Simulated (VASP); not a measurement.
# Mg4S (P-3m1) in VASP: further runs

Mg4S is run at these levels: PBE; tasks: single point.

All numbers are computed with VASP 6.6.1; they aren't measurements. Logs are shortened: lines on timing, memory, paths and dates and some standing lists are left out, and cuts for length are marked.

### 1 The cell of the first run

It takes space group P-3m1 (No. 164, trigonal). The conventional cell has a = 3.347 Å, b = 3.347 Å, c = 20.393 Å, α = 90.00°, β = 90.00°, γ = 120.00°. Within 4.0 Å of Mg (site symmetry 3m) lie 12 Mg at 3.04 to 3.35 Å. Mg (site symmetry 3m) has 12 Mg at 3.04 to 3.35 Å within 4.0 Å. Mg (site symmetry -3m) has 6 S at 2.48 Å within 3.3 Å. Mg (site symmetry 3m) has 3 S at 2.48 Å and 3 Mg at 3.06 Å within 3.3 Å. Mg (site symmetry -3m) has 12 Mg at 3.05 to 3.35 Å within 4.0 Å. Within 3.3 Å of S (site symmetry 3m) lie 6 Mg at 2.48 Å.

### 2 Single point, PBE (volume scaled by 0.88, then relaxed in part)

INCAR reads:

```
SYSTEM = Mg4S
PREC = Accurate
ENCUT = 520
EDIFF = 1E-6
ISMEAR = 0
SIGMA = 0.1
LREAL = .False.
LASPH = .True.
NELM = 60
ALGO = Normal
ISIF = 2
LWAVE = .False.
LCHARG = .False.
GGA = PE
NBANDS = 25
```

KPOINTS reads:

```
Automatic mesh
0
Gamma
  12 12 2
  0 0 0
```

POSCAR reads:

```
Mg4S
1.0
    3.3466476584      0.0000000000      0.0000000000
   -1.6733238292      2.8982818897      0.0000000000
    0.0000000000      0.0000000000     20.3932954518
Mg S
8 2
Direct
    0.0000000000      0.0000000000      0.7311596963
    0.6666666667      0.3333333333      0.6158916474
    0.0000000000      0.0000000000      0.0000000000
    0.6666666667      0.3333333333      0.1521948607
    0.3333333333      0.6666666667      0.8478051393
    0.0000000000      0.0000000000      0.2688403037
    0.3333333333      0.6666666667      0.3841083526
    0.0000000000      0.0000000000      0.5000000000
    0.3333333333      0.6666666667      0.0761271150
    0.6666666667      0.3333333333      0.9238728850
```

Potentials or basis: VASP PAW PBE potentials, release 64 (Mg, S).

The run is started by

```
$ cat potpaw_PBE.64/Mg/POTCAR potpaw_PBE.64/S/POTCAR > POTCAR
$ mpirun -np 1 vasp_std > vasp.out
```

OUTCAR:

```text
SYSTEM = Mg4S
   PREC = Accurate
   ENCUT = 520
   EDIFF = 1E-6
   ISMEAR = 0
   LREAL = .False.
   LASPH = .True.
   NELM = 60
   ISIF = 2
   GGA = PE

 ion  position               nearest neighbor table
   1  0.000  0.000  0.731-   2 3.04   2 3.04   2 3.04   5 3.06   5 3.06   5 3.06
   2  0.667  0.333  0.616-   1 3.04   1 3.04   1 3.04   8 3.05   8 3.05   8 3.05
   3  0.000  0.000  0.000-   9 2.48  10 2.48  10 2.48   9 2.48  10 2.48   9 2.48   4 3.66   5 3.66
                             5 3.66   4 3.66   4 3.66   5 3.66
   4  0.667  0.333  0.152-   9 2.48   9 2.48   9 2.48   6 3.06   6 3.06   6 3.06   3 3.66   3 3.66
                             3 3.66
   5  0.333  0.667  0.848-  10 2.48  10 2.48  10 2.48   1 3.06   1 3.06   1 3.06   3 3.66   3 3.66
                             3 3.66
   6  0.000  0.000  0.269-   7 3.04   7 3.04   7 3.04   4 3.06   4 3.06   4 3.06
   7  0.333  0.667  0.384-   6 3.04   6 3.04   6 3.04   8 3.05   8 3.05   8 3.05
   8  0.000  0.000  0.500-   2 3.05   7 3.05   2 3.05   7 3.05   2 3.05   7 3.05
   9  0.333  0.667  0.076-   4 2.48   4 2.48   4 2.48   3 2.48   3 2.48   3 2.48
  10  0.667  0.333  0.924-   5 2.48   5 2.48   5 2.48   3 2.48   3 2.48   3 2.48

  LATTYP: Found a hexagonal cell.
 ALAT       =     3.3466476584
 C/A-ratio  =     6.0936487893

  Lattice vectors:

 A1 = (   3.3466476584,   0.0000000000,   0.0000000000)
 A2 = (  -1.6733238292,   2.8982818897,   0.0000000000)
 A3 = (   0.0000000000,   0.0000000000,  20.3932954518)

Analysis of symmetry for initial positions (statically):
=====================================================================
 Subroutine PRICEL returns:
 Original cell was already a primitive cell.

 Routine SETGRP: Setting up the symmetry group for a
 hexagonal supercell.

 Subroutine GETGRP returns: Found 12 space group operations
 (whereof 12 operations were pure point group operations)
 out of a pool of 24 trial point group operations.

The static configuration has the point symmetry D_3d.

Analysis of symmetry for dynamics (positions and initial velocities):
=====================================================================
 Subroutine PRICEL returns:
 Original cell was already a primitive cell.

 Routine SETGRP: Setting up the symmetry group for a
 hexagonal supercell.

 Subroutine GETGRP returns: Found 12 space group operations
 (whereof 12 operations were pure point group operations)
 out of a pool of 24 trial point group operations.

The dynamic configuration has the point symmetry D_3d.

 Subroutine INISYM returns: Found 12 space group operations
 (whereof 12 operations are pure point group operations),
 and found     1 'primitive' translations

[... 109 lines left out ...]
   NELM   =     60;   NELMIN=  2; NELMDL= -5     # of ELM steps
   EDIFF  = 0.1E-05   stopping-criterion for ELM
   LREAL  =      F    real-space projection
[... 7 lines left out ...]
   TEBEG  =    0.0;   TEEND  =   0.0 temperature during run
   PSTRESS=    0.0 pullay stress
   NELECT =      28.0000    total number of electrons
   NUPDOWN=      -1.0000    fix difference up-down
   EMIN   =  10.00;   EMAX   =-10.00  energy-range for DOS
   EFERMI =   0.00;   METHOD = LEGACY
   ISMEAR =     0;   SIGMA  =   0.10  broadening in eV -4-tet -1-fermi 0-gaus
   EFERMI_NEDOS =   21; number of points for ismear=-14 and -15
   IALGO  =     38    algorithm
   IMIX   =      4    mixing-type and parameters
     AMIX     =   0.40;   BMIX     =  1.00
     AMIX_MAG =   1.60;   BMIX_MAG =  1.00
  volume/ion in A,a.u.               =      19.78       133.49
  Fermi-wavevector in a.u.,A,eV,Ry     =   0.853195  1.612304  9.904242  0.727941
  Thomas-Fermi vector in A             =   1.969600
   LORBIT       =      0    0 simple, 1 ext, 2 COOP (PROOUT), +10 PAW based schemes
   GGA     = PE    functional components
   LHFCALC =     F    Hartree Fock is set to
   AEXX    =    0.0000 exact exchange contribution
   IVDW    =     0    specifies the selected vdW correction
   LEPSILON=     F    determine dielectric tensor
   LRPA    =     F    only Hartree local field effects (RPA)
 non-spin polarized calculation
 Gauss-broadening in eV      SIGMA  =   0.10
  energy-cutoff  :      520.00
  volume of cell :      197.81
 maximum number of plane-waves:      5391
 NGX is ok and might be reduce to    28
   NGX = 13   NGY = 13   NGZ = 75

 number of electron      28.0000000 magnetization

 Free energy of the ion-electron system (eV)
  ---------------------------------------------------
  ext. energy  EPLUGINS =         0.00000000
  ---------------------------------------------------
  free energy    TOTEN  =       -24.43014310 eV

  energy without entropy =      -24.41666979  energy(sigma->0) =      -24.42340645

 E-fermi :   3.8793     XC(G=0):  -9.0587

 val. band max:        3.7946774087   @ k =   0.5000   0.0000   0.0000
 cond. band min:       3.8833071754   @ k =   0.3333   0.3333   0.5000
 fundamental gap:      0.0886297667
 Fermi energy:         3.8793134410

 k-point     1 :       0.0000    0.0000    0.0000
  band No.  band energies     occupation
      1     -11.0564      2.00000
      2     -10.4005      2.00000
      3      -3.4271      2.00000
      4      -2.8033      2.00000
      5      -2.5650      2.00000
      6      -1.4817      2.00000
[... 661 lines left out ...]
     24       8.5009      0.00000
     25       9.2095      0.00000

 [... further k-points ...]
[... 5 lines left out ...]
  --------------------------------------------------------------------------------------
  -------------------------------------------------------------------------------------
  Total        7.6959554      7.6959554      7.7274627      0.0000000      0.0000000     -0.0000000
  in kB       62.3354499     62.3354499     62.5906516      0.0000000      0.0000000     -0.0000000
  external PRESSURE =      62.4205171 kB  Pullay stress =       0.0000000 kB

 VOLUME and BASIS-vectors are now :
 -----------------------------------------------------------------------------
  energy-cutoff  :      520.00
  volume of cell :      197.81
      direct lattice vectors                 reciprocal lattice vectors
     3.346647658  0.000000000  0.000000000     0.298806478  0.172516001  0.000000000
    -1.673323829  2.898281890  0.000000000     0.000000000  0.345032001  0.000000000
     0.000000000  0.000000000 20.393295452     0.000000000  0.000000000  0.049035724

 POSITION                                       TOTAL-FORCE (eV/Angst)
 -----------------------------------------------------------------------------------
      0.00000      0.00000     14.91076         0.000000      0.000000     -0.002276
      1.67332      0.96609     12.56006         0.000000     -0.000000     -0.001056
      0.00000      0.00000      0.00000         0.000000      0.000000      0.000000
      1.67332      0.96609      3.10375        -0.000000      0.000000     -0.007970
     -0.00000      1.93219     17.28954         0.000000     -0.000000      0.007970
      0.00000      0.00000      5.48254         0.000000      0.000000      0.002276
     -0.00000      1.93219      7.83324        -0.000000      0.000000      0.001056
      0.00000      0.00000     10.19665         0.000000      0.000000      0.000000
     -0.00000      1.93219      1.55248        -0.000000     -0.000000     -0.008049
      1.67332      0.96609     18.84081        -0.000000      0.000000      0.008049
 -----------------------------------------------------------------------------------
    total drift:                                0.000000     -0.000000      0.000000

  FREE ENERGIE OF THE ION-ELECTRON SYSTEM (eV)
  ---------------------------------------------------
  free  energy   TOTEN  =       -24.4301431047 eV

  energy  without entropy=      -24.4166697926  energy(sigma->0) =      -24.42340645
```

It took 3.5 min on 1 thread of Intel Xeon Platinum 8259CL at 2.50GHz (Skylake/Cascade Lake), shared host; peak memory 0.42 GiB.

Results:

- Free energy: -24.4301 eV
- Pressure: 6.2 GPa
- Largest force: 0.008 eV/Å
- Band gap on the k mesh: zero (band 14 reaches 4.61 eV, above the bottom of band 15 at 3.26 eV)

Forces in eV/Å, atoms in the order of the input:
```
Mg   0.000  0.000 -0.002
Mg   0.000  0.000 -0.001
Mg   0.000  0.000  0.000
Mg   0.000  0.000 -0.008
Mg   0.000  0.000  0.008
Mg   0.000  0.000  0.002
Mg   0.000  0.000  0.001
Mg   0.000  0.000  0.000
S    0.000  0.000 -0.008
S    0.000  0.000  0.008
```

Caveat: the cell differs from its parent crystal (volume scaled by 0.88, then relaxed in part).

### 3 Single point, PBE

This run uses another cell than the first one, of 22.48 Å³/atom, 1.136 times its volume.

INCAR reads:

```
ALGO = Normal
EDIFF = 1E-7
ENCUT = 520
GGA = PE
ISIF = 2
ISMEAR = 0
LASPH = T
LCHARG = F
LREAL = F
LWAVE = F
NBANDS = 25
NELM = 80
PREC = Accurate
SIGMA = 0.1
```

KPOINTS reads:

```
k-points
0
Gamma
  12 12 2
```

POSCAR reads:

```
Mg4S
1.0
    3.5006905705      0.0000000000      0.0000000000
   -1.7503452852      3.0316869648      0.0000000000
    0.0000000000      0.0000000000     21.1795765245
Mg S
8 2
Direct
    0.0000000000      0.0000000000      0.7351311366
    0.6666666667      0.3333333333      0.6179502819
    0.0000000000      0.0000000000      0.0000000000
    0.6666666667      0.3333333333      0.1471151734
    0.3333333333      0.6666666667      0.8528848266
    0.0000000000      0.0000000000      0.2648688634
    0.3333333333      0.6666666667      0.3820497181
    0.0000000000      0.0000000000      0.5000000000
    0.3333333333      0.6666666667      0.0735772099
    0.6666666667      0.3333333333      0.9264227901
```

Potentials or basis: VASP PAW PBE potentials, release 64 (Mg, S).

The run is started by

```
$ cat potpaw_PBE.64/Mg/POTCAR potpaw_PBE.64/S/POTCAR > POTCAR
$ mpirun -np 1 vasp_std > vasp.out
```

OUTCAR:

```text
EDIFF = 1E-7
   ENCUT = 520
   GGA = PE
   ISIF = 2
   ISMEAR = 0
   LASPH = T
   LREAL = F
   NELM = 80
   PREC = Accurate

 ion  position               nearest neighbor table
   1  0.000  0.000  0.735-   2 3.20   2 3.20   2 3.20   5 3.21   5 3.21   5 3.21
   2  0.667  0.333  0.618-   1 3.20   1 3.20   1 3.20   8 3.21   8 3.21   8 3.21
   3  0.000  0.000  0.000-   9 2.55  10 2.55   9 2.55  10 2.55  10 2.55   9 2.55
   4  0.667  0.333  0.147-   9 2.55   9 2.55   9 2.55   6 3.21   6 3.21   6 3.21
   5  0.333  0.667  0.853-  10 2.55  10 2.55  10 2.55   1 3.21   1 3.21   1 3.21
   6  0.000  0.000  0.265-   7 3.20   7 3.20   7 3.20   4 3.21   4 3.21   4 3.21
   7  0.333  0.667  0.382-   6 3.20   6 3.20   6 3.20   8 3.21   8 3.21   8 3.21
   8  0.000  0.000  0.500-   2 3.21   7 3.21   7 3.21   2 3.21   2 3.21   7 3.21
   9  0.333  0.667  0.074-   4 2.55   4 2.55   4 2.55   3 2.55   3 2.55   3 2.55
  10  0.667  0.333  0.926-   5 2.55   5 2.55   5 2.55   3 2.55   3 2.55   3 2.55

  LATTYP: Found a hexagonal cell.
 ALAT       =     3.5006905705
 C/A-ratio  =     6.0501138555

  Lattice vectors:

 A1 = (   3.5006905705,   0.0000000000,   0.0000000000)
 A2 = (  -1.7503452852,   3.0316869648,   0.0000000000)
[... 197 lines left out ...]
 fundamental gap:      0.0424800186
 Fermi energy:         3.1672460376

 k-point     1 :       0.0000    0.0000    0.0000
  band No.  band energies     occupation
      1     -11.4631      2.00000
      2     -10.8570      2.00000
      3      -3.7141      2.00000
      4      -2.9736      2.00000
      5      -2.7954      2.00000
      6      -1.8421      2.00000
[... 661 lines left out ...]
     24       7.4560      0.00000
     25       8.1307      0.00000

 [... further k-points ...]
[... 5 lines left out ...]
  --------------------------------------------------------------------------------------
  -------------------------------------------------------------------------------------
  Total       -0.2571228     -0.2571228     -0.2778598     -0.0000000      0.0000000     -0.0000000
  in kB       -1.8327186     -1.8327186     -1.9805279     -0.0000000      0.0000000     -0.0000000
  external PRESSURE =      -1.8819884 kB  Pullay stress =       0.0000000 kB

 VOLUME and BASIS-vectors are now :
 -----------------------------------------------------------------------------
  energy-cutoff  :      520.00
  volume of cell :      224.78
      direct lattice vectors                 reciprocal lattice vectors
     3.500690571  0.000000000  0.000000000     0.285657924  0.164924679  0.000000000
    -1.750345285  3.031686965  0.000000000     0.000000000  0.329849358  0.000000000
     0.000000000  0.000000000 21.179576524     0.000000000  0.000000000  0.047215297

 POSITION                                       TOTAL-FORCE (eV/Angst)
 -----------------------------------------------------------------------------------
      0.00000      0.00000     15.56977        -0.000000     -0.000000     -0.004293
      1.75035      1.01056     13.08793        -0.000000     -0.000000     -0.000882
      0.00000      0.00000      0.00000        -0.000000     -0.000000     -0.000000
      1.75035      1.01056      3.11584         0.000000      0.000000     -0.000985
     -0.00000      2.02112     18.06374         0.000000     -0.000000      0.000985
      0.00000      0.00000      5.60981        -0.000000     -0.000000      0.004293
     -0.00000      2.02112      8.09165        -0.000000     -0.000000      0.000882
      0.00000      0.00000     10.58979        -0.000000     -0.000000     -0.000000
     -0.00000      2.02112      1.55833        -0.000000      0.000000     -0.000559
      1.75035      1.01056     19.62124         0.000000     -0.000000      0.000559
 -----------------------------------------------------------------------------------
    total drift:                                0.000000     -0.000000     -0.000000

  FREE ENERGIE OF THE ION-ELECTRON SYSTEM (eV)
  ---------------------------------------------------
  free  energy   TOTEN  =       -24.8883758771 eV

  energy  without entropy=      -24.8763880614  energy(sigma->0) =      -24.88238197
```

OSZICAR:

```text
N       E                     dE             d eps       ncg     rms          rms(c)
DAV:   1     0.847679450040E+02    0.84768E+02   -0.93772E+03  1900   0.857E+02
DAV:   2    -0.139526375545E+02   -0.98721E+02   -0.89967E+02  2551   0.122E+02
DAV:   3    -0.256390736561E+02   -0.11686E+02   -0.11591E+02  2469   0.413E+01
DAV:   4    -0.258420984502E+02   -0.20302E+00   -0.20286E+00  2416   0.645E+00
DAV:   5    -0.258452035424E+02   -0.31051E-02   -0.31045E-02  2631   0.850E-01    0.783E+00
DAV:   6    -0.250521308996E+02    0.79307E+00   -0.24461E+00  2580   0.541E+00    0.553E+00
DAV:   7    -0.251631591035E+02   -0.11103E+00   -0.34789E+00  2224   0.462E+00    0.410E+00
DAV:   8    -0.249041064943E+02    0.25905E+00   -0.18509E+00  2451   0.372E+00    0.139E+00
DAV:   9    -0.248872884209E+02    0.16818E-01   -0.11513E-01  2338   0.148E+00    0.387E-01
DAV:  10    -0.248884245999E+02   -0.11362E-02   -0.18775E-02  2433   0.555E-01    0.218E-01
DAV:  11    -0.248884162500E+02    0.83499E-05   -0.64956E-04  2460   0.107E-01    0.918E-02
DAV:  12    -0.248883740448E+02    0.42205E-04   -0.33362E-04  2622   0.101E-01    0.202E-02
DAV:  13    -0.248883760608E+02   -0.20160E-05   -0.76989E-05  2270   0.391E-02    0.682E-03
DAV:  14    -0.248883761088E+02   -0.48040E-07   -0.45867E-06  2470   0.895E-03    0.336E-03
DAV:  15    -0.248883757958E+02    0.31298E-06   -0.75229E-07  2446   0.313E-03    0.190E-03
DAV:  16    -0.248883758771E+02   -0.81265E-07   -0.75978E-08  1293   0.112E-03
   1 F= -.24888376E+02 E0= -.24882382E+02  d E =-.119878E-01
```

Wall time 5.4 min (1 thread of Intel Xeon Platinum 8259CL at 2.50GHz (Skylake/Cascade Lake), shared host); peak memory 0.43 GiB.

Results:

| Quantity | Value |
| --- | --- |
| Free energy | -24.8884 eV |
| Pressure | -0.2 GPa |
| Largest force | 0.004 eV/Å |
| Band gap on the k mesh | zero (band 14 reaches 3.84 eV, above the bottom of band 15 at 2.59 eV) |

Forces on the atoms (eV/Å):
```
Mg   0.000  0.000 -0.004
Mg   0.000  0.000 -0.001
Mg   0.000  0.000  0.000
Mg   0.000  0.000 -0.001
Mg   0.000  0.000  0.001
Mg   0.000  0.000  0.004
Mg   0.000  0.000  0.001
Mg   0.000  0.000  0.000
S    0.000  0.000 -0.001
S    0.000  0.000  0.001
```

Levels at points of the mesh, in eV from the Fermi level:
```csv
k point,band 11,band 12,band 13,band 14,band 15,band 16,band 17,band 18
"(0.00, 0.00, 0.00)",-1.94,-1.68,-1.68,-1.11,0.46,2.55,3.17,3.71
"(0.50, 0.00, 0.00)",-1.85,-1.72,-1.11,-1.09,-0.58,-0.14,0.72,1.09
"(0.00, 0.00, 0.50)",-1.94,-1.68,-1.68,-1.53,0.91,1.83,3.61,4.04
"(0.50, 0.00, 0.50)",-1.83,-1.67,-1.19,-1.17,-0.47,0.01,0.51,0.93
```
